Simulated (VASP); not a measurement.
# In: single point with PBE

Crystal: In.

```xyz
1
Lattice="-1.9060 1.9060 1.9060 1.9060 -1.9060 1.9060 1.9060 1.9060 -1.9060" Properties=species:S:1:pos:R:3 pbc="T T T"
In    0.0000    0.0000    0.0000
```

This isn't the form of In at room conditions, which is tetragonal.

* Program: VASP 6.6.1
* Task: single point
* Functional: PBE
* Potentials or basis: VASP PAW PBE potentials, release 64 (In_d)
* Cutoff: 520 eV
* k mesh: 15 × 15 × 15
* Occupations: fermi-dirac, width 0.05 eV
* Spin: non-collinear spin, zero start, spin-orbit coupling
* Starting moments: [[0.0, 0.0, 0.0]] μB

The pressure is 0.0 GPa and the net moment is 0.00 μB per cell. The valence electrons inside the program's atomic spheres are In 11.32.

Moments on the atoms (μB; x, y, z):
```
In  0.00 0.00 0.00
```

Run time: 4.6 min on 1 thread of Intel Xeon 8259CL, on a shared host, peak memory 0.31 GiB.
